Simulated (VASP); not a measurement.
# Al3InAs4 (P-4m2) in VASP: a series of runs

Al3InAs4 is run at these levels: PBE; tasks: single point, relaxation of shape and atoms at fixed volume.

Everything below comes from runs of VASP 6.6.1. Logs are shortened: lines on timing, memory, paths and dates and some standing lists are left out, and cuts for length are marked.

## Step 1: The cell of the first run

The structure is tetragonal, space group P-4m2 (No. 115). Conventional cell: a = 4.165 Å, b = 4.165 Å, c = 11.813 Å, α = 90.00°, β = 90.00°, γ = 90.00°. Al (site symmetry 2mm) has 4 As at 2.51 to 2.52 Å within 3.3 Å. Al (site symmetry -4m2) has 4 As at 2.52 Å within 3.3 Å. In (site symmetry -4m2) has 4 As at 2.66 Å within 3.5 Å. As (site symmetry 2mm) has 4 Al at 2.52 Å within 3.3 Å. Within 3.3 Å of As (site symmetry 2mm) lie 2 Al at 2.51 Å and 2 In at 2.66 Å.

## Step 2: Single point, PBE (25.62 Å³/atom)

Contents of INCAR:

```
SYSTEM = Al3InAs4
PREC = Accurate ; ENCUT = 520
EDIFF = 1E-6 ; ISMEAR = 0
SIGMA = 0.02 ; LREAL = .False.
LASPH = .True. ; NELM = 60
ALGO = Normal ; ISIF = 2
LWAVE = .False. ; LCHARG = .True.
GGA = PE ; LELF = .True.
LVHAR = .True. ; NBANDS = 31
```

Contents of KPOINTS:

```
Automatic mesh
0
Gamma
  8 8 4
  0 0 0
```

Contents of POSCAR:

```
Al3InAs4
1.0
    4.1653683597      0.0000000000      0.0000000000
    0.0000000000      4.1653683597      0.0000000000
    0.0000000000      0.0000000000     11.8128346629
Al In As
3 1 4
Direct
    0.0000000000      0.0000000000      0.7409544277
    0.5000000000      0.5000000000      0.5000000000
    0.0000000000      0.0000000000      0.2590455723
    0.5000000000      0.5000000000      0.0000000000
    0.5000000000      0.0000000000      0.6204338416
    0.0000000000      0.5000000000      0.3795661584
    0.5000000000      0.0000000000      0.1404866619
    0.0000000000      0.5000000000      0.8595133381
```

Potentials or basis: VASP PAW PBE potentials, release 64 (Al, In_d, As).

Started as:

```bash
$ cat potpaw_PBE.64/Al/POTCAR potpaw_PBE.64/In_d/POTCAR potpaw_PBE.64/As/POTCAR > POTCAR
$ mpirun -np 1 vasp_std > vasp.out
```

OUTCAR:

```text
SYSTEM = Al3InAs4
   PREC = Accurate
   ENCUT = 520
   EDIFF = 1E-6
   ISMEAR = 0
   LREAL = .False.
   LASPH = .True.
   NELM = 60
   ISIF = 2
   GGA = PE

 ion  position               nearest neighbor table
   1  0.000  0.000  0.741-   8 2.51   8 2.51   5 2.52   5 2.52
   2  0.500  0.500  0.500-   5 2.52   6 2.52   5 2.52   6 2.52
   3  0.000  0.000  0.259-   7 2.51   7 2.51   6 2.52   6 2.52
   4  0.500  0.500  0.000-   7 2.66   8 2.66   7 2.66   8 2.66
   5  0.500  0.000  0.620-   2 2.52   2 2.52   1 2.52   1 2.52
   6  0.000  0.500  0.380-   2 2.52   2 2.52   3 2.52   3 2.52
   7  0.500  0.000  0.140-   3 2.51   3 2.51   4 2.66   4 2.66
   8  0.000  0.500  0.860-   1 2.51   1 2.51   4 2.66   4 2.66

  LATTYP: Found a simple tetragonal cell.
 ALAT       =     4.1653683597
 C/A-ratio  =     2.8359639875

  Lattice vectors:

 A1 = (   4.1653683597,   0.0000000000,   0.0000000000)
 A2 = (   0.0000000000,   4.1653683597,   0.0000000000)
 A3 = (   0.0000000000,   0.0000000000,  11.8128346629)

Analysis of symmetry for initial positions (statically):
=====================================================================
 Subroutine PRICEL returns:
 Original cell was already a primitive cell.

 Routine SETGRP: Setting up the symmetry group for a
 simple tetragonal supercell.

 Subroutine GETGRP returns: Found  8 space group operations
 (whereof  8 operations were pure point group operations)
 out of a pool of 16 trial point group operations.

The static configuration has the point symmetry D_2d.

Analysis of symmetry for dynamics (positions and initial velocities):
=====================================================================
 Subroutine PRICEL returns:
 Original cell was already a primitive cell.

 Routine SETGRP: Setting up the symmetry group for a
 simple tetragonal supercell.

 Subroutine GETGRP returns: Found  8 space group operations
 (whereof  8 operations were pure point group operations)
 out of a pool of 16 trial point group operations.

The dynamic configuration has the point symmetry D_2d.

 Subroutine INISYM returns: Found  8 space group operations
 (whereof  8 operations are pure point group operations),
 and found     1 'primitive' translations

----------------------------------------------------------------------------------------
[... 108 lines left out ...]
   NSW    =      0    number of steps for IOM
   IBRION =     -1    ionic relax: 0-MD 1-quasi-New 2-CG
   NFREE  =      0    steps in history (QN), initial steepest desc. (CG)
   ISIF   =      2    stress and relaxation
   ISYM   =      2    0-nonsym 1-usesym 2-fastsym
   POTIM  = 0.5000    time-step for ionic-motion
   TEBEG  =    0.0;   TEEND  =   0.0 temperature during run
   PSTRESS=    0.0 pullay stress
   NELECT =      42.0000    total number of electrons
   NUPDOWN=      -1.0000    fix difference up-down
   EMIN   =  10.00;   EMAX   =-10.00  energy-range for DOS
   EFERMI =   0.00;   METHOD = LEGACY
   ISMEAR =     0;   SIGMA  =   0.02  broadening in eV -4-tet -1-fermi 0-gaus
   EFERMI_NEDOS =   21; number of points for ismear=-14 and -15
   IALGO  =     38    algorithm
   IMIX   =      4    mixing-type and parameters
     AMIX     =   0.40;   BMIX     =  1.00
     AMIX_MAG =   1.60;   BMIX_MAG =  1.00
  volume/ion in A,a.u.               =      25.62       172.89
  Fermi-wavevector in a.u.,A,eV,Ry     =   0.965171  1.823909 12.674577  0.931555
  Thomas-Fermi vector in A             =   2.094865
   LORBIT       =      0    0 simple, 1 ext, 2 COOP (PROOUT), +10 PAW based schemes
   GGA     = PE    functional components
   LHFCALC =     F    Hartree Fock is set to
   AEXX    =    0.0000 exact exchange contribution
   IVDW    =     0    specifies the selected vdW correction
   LEPSILON=     F    determine dielectric tensor
   LRPA    =     F    only Hartree local field effects (RPA)
 non-spin polarized calculation
 Gauss-broadening in eV      SIGMA  =   0.02
  energy-cutoff  :      520.00
  volume of cell :      204.96
 maximum number of plane-waves:      5540
 NGX is ok and might be reduce to    32
   NGX = 15   NGY = 15   NGZ = 43

 number of electron      41.9999999 magnetization

 Free energy of the ion-electron system (eV)
  ---------------------------------------------------
  ext. energy  EPLUGINS =         0.00000000
  ---------------------------------------------------
  free energy    TOTEN  =       -35.75320439 eV

  energy without entropy =      -35.75320439  energy(sigma->0) =      -35.75320439

 E-fermi :   3.6390     XC(G=0):  -8.7906

 val. band max:        3.5381167860   @ k =   0.0000   0.0000   0.0000
 cond. band min:       4.3796789085   @ k =   0.0000   0.0000   0.0000
 fundamental gap:      0.8415621225
 Fermi energy:         3.6389924158

 k-point     1 :       0.0000    0.0000    0.0000
  band No.  band energies     occupation
      1     -10.6329      2.00000
      2     -10.4995      2.00000
      3     -10.4995      2.00000
      4     -10.4407      2.00000
      5     -10.4395      2.00000
      6      -8.0060      2.00000
[... 805 lines left out ...]
     30       8.4861      0.00000
     31       8.7799      0.00000

 [... further k-points ...]

------------------------ aborting loop because EDIFF is reached ----------------------------------------

  FORCE on cell =-STRESS in cart. coord.  units (eV):
  Direction    XX          YY          ZZ          XY          YZ          ZX
  --------------------------------------------------------------------------------------
  -------------------------------------------------------------------------------------
  Total       -2.0650477     -2.0650477     -2.0671254      0.0000000      0.0000000      0.0000000
  in kB      -16.1428318    -16.1428318    -16.1590736      0.0000000      0.0000000      0.0000000
  external PRESSURE =     -16.1482457 kB  Pullay stress =       0.0000000 kB

 VOLUME and BASIS-vectors are now :
 -----------------------------------------------------------------------------
  energy-cutoff  :      520.00
  volume of cell :      204.96
      direct lattice vectors                 reciprocal lattice vectors
     4.165368360  0.000000000  0.000000000     0.240074806  0.000000000  0.000000000
     0.000000000  4.165368360  0.000000000     0.000000000  0.240074806  0.000000000
     0.000000000  0.000000000 11.812834663     0.000000000  0.000000000  0.084653686

 POSITION                                       TOTAL-FORCE (eV/Angst)
 -----------------------------------------------------------------------------------
      0.00000      0.00000      8.75277        -0.000000     -0.000000     -0.001218
      2.08268      2.08268      5.90642        -0.000000     -0.000000      0.000000
      0.00000      0.00000      3.06006        -0.000000     -0.000000      0.001218
      2.08268      2.08268      0.00000        -0.000000      0.000000      0.000000
      2.08268      0.00000      7.32908        -0.000000     -0.000000      0.000314
      0.00000      2.08268      4.48375        -0.000000     -0.000000     -0.000314
      2.08268      0.00000      1.65955         0.000000     -0.000000      0.004896
      0.00000      2.08268     10.15329        -0.000000     -0.000000     -0.004896
 -----------------------------------------------------------------------------------
    total drift:                                0.000000     -0.000000     -0.000000

  FREE ENERGIE OF THE ION-ELECTRON SYSTEM (eV)
  ---------------------------------------------------
  free  energy   TOTEN  =       -35.7532043945 eV

  energy  without entropy=      -35.7532043945  energy(sigma->0) =      -35.75320439
```

OSZICAR:

```text
N       E                     dE             d eps       ncg     rms          rms(c)
DAV:   1     0.243308308811E+03    0.24331E+03   -0.16440E+04  2798   0.119E+03
DAV:   2    -0.772491995643E+01   -0.25103E+03   -0.23719E+03  2982   0.262E+02
DAV:   3    -0.355545885021E+02   -0.27830E+02   -0.27373E+02  3543   0.915E+01
DAV:   4    -0.366282469030E+02   -0.10737E+01   -0.10707E+01  3485   0.193E+01
DAV:   5    -0.366678031766E+02   -0.39556E-01   -0.39550E-01  4230   0.380E+00    0.678E+00
DAV:   6    -0.358455714089E+02    0.82223E+00   -0.13932E+00  4229   0.972E+00    0.405E+00
DAV:   7    -0.357531934364E+02    0.92378E-01   -0.75422E-01  4188   0.389E+00    0.114E+00
DAV:   8    -0.357496694042E+02    0.35240E-02   -0.56710E-02  3834   0.176E+00    0.745E-01
DAV:   9    -0.357530186488E+02   -0.33492E-02   -0.79100E-03  3289   0.647E-01    0.116E-01
DAV:  10    -0.357529743677E+02    0.44281E-04   -0.10113E-03  4332   0.297E-01    0.930E-02
DAV:  11    -0.357531360276E+02   -0.16166E-03   -0.23779E-04  3540   0.876E-02    0.394E-02
DAV:  12    -0.357531966935E+02   -0.60666E-04   -0.62568E-05  3249   0.408E-02    0.248E-02
DAV:  13    -0.357532039781E+02   -0.72846E-05   -0.11567E-05  3309   0.164E-02    0.748E-03
DAV:  14    -0.357532043945E+02   -0.41638E-06   -0.10869E-06  2781   0.467E-03
   1 F= -.35753204E+02 E0= -.35753204E+02  d E =-.788697E-15
```

stdout:

```text
POSCAR found type information on POSCAR AlInAs
 POSCAR found :  3 types and       8 ions
 scaLAPACK will be used
 LDA part: xc-table for (Slater+PW92), standard interpolation
 POSCAR, INCAR and KPOINTS ok, starting setup
 FFT: planning ... GRIDC
 FFT: planning ... GRID_SOFT
 FFT: planning ... GRID
 WAVECAR not read
 entering main loop
```

It took 1.9 min on 1 thread of Intel Xeon 6975P-C (Granite Rapids), shared host; peak memory 0.45 GiB.

Results:

```
Free energy            : -35.7532 eV
Pressure               : -1.6 GPa
Largest force          : 0.005 eV/Å
Band gap on the k mesh : 0.84 eV
```

Forces on the atoms (eV/Å):
```
Al   0.000  0.000 -0.001
Al   0.000  0.000  0.000
Al   0.000  0.000  0.001
In   0.000  0.000  0.000
As   0.000  0.000  0.000
As   0.000  0.000  0.000
As   0.000  0.000  0.005
As   0.000  0.000 -0.005
```

Caveat: spin-orbit coupling is left out, which moves the levels of the heavy elements.

## Step 3: Single point, PBE (26.37 Å³/atom)

This run uses another cell than the first one, of 26.37 Å³/atom.

Contents of INCAR:

```
ALGO     = Normal         # electronic algorithm
EDIFF    = 1E-6           # SCF threshold, eV
ENCUT    = 520            # plane-wave cutoff, eV
GGA      = PE             # functional
ISIF     = 2              # what is computed and relaxed
ISMEAR   = 0              # smearing method
LASPH    = True           # aspherical terms in the spheres
LCHARG   = True           # write CHGCAR
LELF     = True           # ELF
LREAL    = False          # projectors in reciprocal space
LVHAR    = True         
LWAVE    = False          # write WAVECAR
NBANDS   = 31             # bands
NELM     = 60             # most SCF steps
PREC     = Accurate       # precision mode
SIGMA    = 0.02           # smearing width, eV
```

Contents of KPOINTS:

```
k-points
0
Gamma
  8 8 4
```

POSCAR: that of step 2 with these lines changed.

```diff
@@ -2,5 +2,5 @@
 1.0
-    4.1653683597      0.0000000000      0.0000000000
-    0.0000000000      4.1653683597      0.0000000000
-    0.0000000000      0.0000000000     11.8128346629
+    4.2054224357      0.0000000000      0.0000000000
+    0.0000000000      4.2054224357      0.0000000000
+    0.0000000000      0.0000000000     11.9264265799
 Al In As
```

Potentials or basis: VASP PAW PBE potentials, release 64 (Al, In_d, As).

Started as:

```bash
$ cat potpaw_PBE.64/Al/POTCAR potpaw_PBE.64/In_d/POTCAR potpaw_PBE.64/As/POTCAR > POTCAR
$ mpirun -np 1 vasp_std > vasp.out
```

Run time: 2 min. Hardware: 1 thread of Intel Xeon 6975P-C (Granite Rapids), shared host; peak memory 0.45 GiB.

Results (log left out):

| Quantity | Value |
| --- | --- |
| Free energy | -35.6652 eV |
| Pressure | -3.1 GPa |
| Largest force | 0.007 eV/Å |
| Band gap on the k mesh | 0.65 eV |

Forces on the atoms (eV/Å):
```
Al   0.000  0.000 -0.003
Al   0.000  0.000  0.000
Al   0.000  0.000  0.003
In   0.000  0.000  0.000
As   0.000  0.000 -0.001
As   0.000  0.000  0.001
As   0.000  0.000 -0.007
As   0.000  0.000  0.007
```

Levels at points of the mesh, in eV from the valence-band top:
```tsv
k point	band 19	band 20	band 21	band 22	band 23	band 24
(0.00, 0.00, 0.00)	-0.15	0.00	0.00	0.65	1.54	2.05
(0.50, 0.00, 0.00)	-0.87	-0.82	-0.37	1.29	1.51	2.76
(0.50, 0.50, 0.00)	-2.02	-2.02	-1.94	1.55	1.55	1.78
(0.00, 0.00, 0.50)	-0.65	-0.29	-0.29	1.59	1.85	2.12
(0.50, 0.00, 0.50)	-1.07	-1.04	-0.37	2.19	2.24	2.35
(0.50, 0.50, 0.50)	-2.34	-2.27	-2.27	2.42	2.42	2.50
```

Caveat: the cell stands under tension; spin-orbit coupling is left out, which moves the levels of the heavy elements.

## Step 4: Single point, PBE (27.36 Å³/atom)

This run uses another cell than the first one, of 27.36 Å³/atom.

Contents of INCAR:

```
SYSTEM = Al3InAs4
PREC = Accurate ; ENCUT = 520
EDIFF = 1E-7 ; ISMEAR = 0
SIGMA = 0.02 ; LREAL = .FALSE.
LASPH = .TRUE. ; NELM = 60
ALGO = Normal ; ISIF = 2
LWAVE = .FALSE. ; LCHARG = .FALSE.
GGA = PE ; NBANDS = 31
```

Contents of KPOINTS:

```
regular mesh
0
G
  8 8 4
  0 0 0
```

Contents of POSCAR:

```
Al3InAs4
1.0
    4.2570775878      0.0000000000      0.0000000000
    0.0000000000      4.2570775878      0.0000000000
    0.0000000000      0.0000000000     12.0779515308
Al In As
3 1 4
Direct
    0.0000000000      0.0000000000      0.7409484940
    0.5000000000      0.5000000000      0.5000000000
    0.0000000000      0.0000000000      0.2590515060
    0.5000000000      0.5000000000      0.0000000000
    0.5000000000      0.0000000000      0.6204145612
    0.0000000000      0.5000000000      0.3795854388
    0.5000000000      0.0000000000      0.1403462249
    0.0000000000      0.5000000000      0.8596537751
```

Started as:

```bash
$ cat potpaw_PBE.64/Al/POTCAR potpaw_PBE.64/In_d/POTCAR potpaw_PBE.64/As/POTCAR > POTCAR
$ mpirun -np 1 vasp_std > vasp.out
```

Run time: 2.2 min. Hardware: 1 thread of Intel Xeon 6975P-C (Granite Rapids), shared host; peak memory 0.46 GiB.

Results (log left out):

| Property | Result |
| --- | --- |
| Free energy | -35.4707 eV |
| Pressure | -4.7 GPa |
| Band gap on the k mesh | 0.42 eV |

Forces in eV/Å, atoms in the order of the input:
```
Al   0.000  0.000  0.000
Al   0.000  0.000  0.000
Al   0.000  0.000  0.000
In   0.000  0.000  0.000
As   0.000  0.000  0.000
As   0.000  0.000  0.000
As   0.000  0.000 -0.003
As   0.000  0.000  0.003
```

Levels at points of the mesh, in eV from the valence-band top:
```
           k point  band 17  band 18  band 19  band 20  band 21  band 22  band 23  band 24  band 25  band 26
(0.00, 0.00, 0.00)    -1.06    -1.06    -0.14     0.00     0.00     0.42     1.59     2.04     2.34     2.58
(0.50, 0.00, 0.00)    -1.03    -0.99    -0.84    -0.79    -0.35     1.18     1.40     2.68     2.88     4.24
(0.50, 0.50, 0.00)    -2.44    -2.04    -1.94    -1.94    -1.85     1.61     1.61     1.77     2.42     4.24
(0.00, 0.00, 0.50)    -1.58    -0.62    -0.62    -0.27    -0.27     1.63     1.82     1.94     2.10     2.54
(0.50, 0.00, 0.50)    -1.63    -1.03    -1.03    -1.00    -0.35     2.06     2.13     2.23     2.25     4.04
(0.50, 0.50, 0.50)    -2.27    -2.24    -2.23    -2.17    -2.17     2.44     2.44     2.44     2.55     2.55
```

Caveat: the cell stands under tension; spin-orbit coupling is left out, which moves the levels of the heavy elements.

## Step 5: Relaxation of shape and atoms at fixed volume, PBE (22.63 Å³/atom)

This run uses another cell than the first one, of 22.63 Å³/atom.

Contents of INCAR:

```
SYSTEM = Al3InAs4
PREC = Accurate
ENCUT = 600
EDIFF = 1E-6
ISMEAR = 0
SIGMA = 0.02
LREAL = .FALSE.
LASPH = .TRUE.
NELM = 60
ALGO = Normal
ISIF = 4
LWAVE = .FALSE.
LCHARG = .FALSE.
GGA = PE
IBRION = 2
NSW = 50
EDIFFG = -0.01
```

Contents of KPOINTS:

```
Automatic mesh
0
G
  8 8 4
  0 0 0
```

Contents of POSCAR:

```
Al3InAs4
1.0
    3.9984250079      0.0000000000      0.0000000000
    0.0000000000      3.9984250079      0.0000000000
    0.0000000000      0.0000000000     11.3262778301
Al In As
3 1 4
Direct
    0.0000000000      0.0000000000      0.7406685923
    0.5000000000      0.5000000000      0.5000000000
    0.0000000000      0.0000000000      0.2593314077
    0.5000000000      0.5000000000      0.0000000000
    0.5000000000      0.0000000000      0.6203229698
    0.0000000000      0.5000000000      0.3796770302
    0.5000000000      0.0000000000      0.1410852260
    0.0000000000      0.5000000000      0.8589147740
```

Started as:

```bash
$ cat potpaw_PBE.64/Al/POTCAR potpaw_PBE.64/In_d/POTCAR potpaw_PBE.64/As/POTCAR > POTCAR
$ mpirun -np 1 vasp_std > vasp.out
```

It took 4.6 min on 1 thread of Intel Xeon Platinum 8488C (Sapphire Rapids), shared host; peak memory 0.48 GiB.

Results (log left out):

| Property | Result |
| --- | --- |
| Free energy | -35.3928 eV |
| Energy gained by relaxing | 0.0 meV/atom |
| Ionic steps | 2 |
| Pressure after relaxing | 7.4 GPa |
| Largest force after relaxing | 0.006 eV/Å |
| Band gap on the k mesh | 1.30 eV (least direct gap 1.33 eV) |

Forces in eV/Å, atoms in the order of the input:
```
Al   0.000  0.000 -0.004
Al   0.000  0.000  0.000
Al   0.000  0.000  0.004
In   0.000  0.000  0.000
As   0.000  0.000  0.001
As   0.000  0.000 -0.001
As   0.000  0.000  0.006
As   0.000  0.000 -0.006
```

Final structure:
```
CELL_PARAMETERS angstrom
3.99861 0.00000 0.00000
0.00000 3.99861 0.00000
0.00000 0.00000 11.32524
ATOMIC_POSITIONS crystal
Al 0.00000 0.00000 0.74068
Al 0.50000 0.50000 0.50000
Al 0.00000 0.00000 0.25932
In 0.50000 0.50000 0.00000
As 0.50000 0.00000 0.62033
As 0.00000 0.50000 0.37967
As 0.50000 0.00000 0.14117
As 0.00000 0.50000 0.85883
```

Levels at points of the mesh, in eV from the valence-band top:
```tsv
k point	band 17	band 18	band 19	band 20	band 21	band 22	band 23	band 24	band 25	band 26
(0.00, 0.00, 0.00)	-1.36	-1.36	-0.21	0.00	0.00	1.33	1.68	2.03	2.33	2.64
(0.50, 0.00, 0.00)	-1.26	-1.21	-1.02	-0.95	-0.45	1.77	2.00	3.03	3.35	4.35
(0.50, 0.50, 0.00)	-3.11	-2.51	-2.40	-2.40	-2.31	1.30	1.30	1.79	2.47	4.33
(0.00, 0.00, 0.50)	-1.49	-0.79	-0.79	-0.37	-0.37	1.37	1.82	2.32	2.78	2.96
(0.50, 0.00, 0.50)	-1.96	-1.27	-1.26	-1.22	-0.46	2.72	2.75	2.82	2.84	4.13
(0.50, 0.50, 0.50)	-2.85	-2.85	-2.77	-2.75	-2.75	2.32	2.32	2.48	2.48	2.73
```

Caveat: spin-orbit coupling is left out, which moves the levels of the heavy elements. A k mesh can miss the band edges.

## Step 6: The runs side by side

```tsv
task	cell	cutoff (eV)	gap on the mesh (eV)	pressure (GPa)	largest force (eV/Å)
single point	a = 4.165, b = 4.165, c = 11.813 Å, 8 atoms	520	0.84	-1.6	-
single point	a = 4.205, b = 4.205, c = 11.926 Å, 8 atoms	520	0.65	-3.1	0.01
single point	a = 4.257, b = 4.257, c = 12.078 Å, 8 atoms	520	0.42	-4.7	-
relaxation of shape and atoms at fixed volume	relaxed from a = 3.998, b = 3.998, c = 11.326 Å, 8 atoms	600	1.30	7.4	0.01
```

Alike in all rows: level PBE; potentials or basis VASP PAW PBE potentials, release 64 (Al, In_d, As); no spin polarisation; k mesh 8 × 8 × 4; smearing gaussian 0.02 eV.

Caveats: spin-orbit coupling is left out, which moves the levels of the heavy elements; the cell stands under tension (at least some runs).

Absolute energies hang on the potentials; compare differences alone.
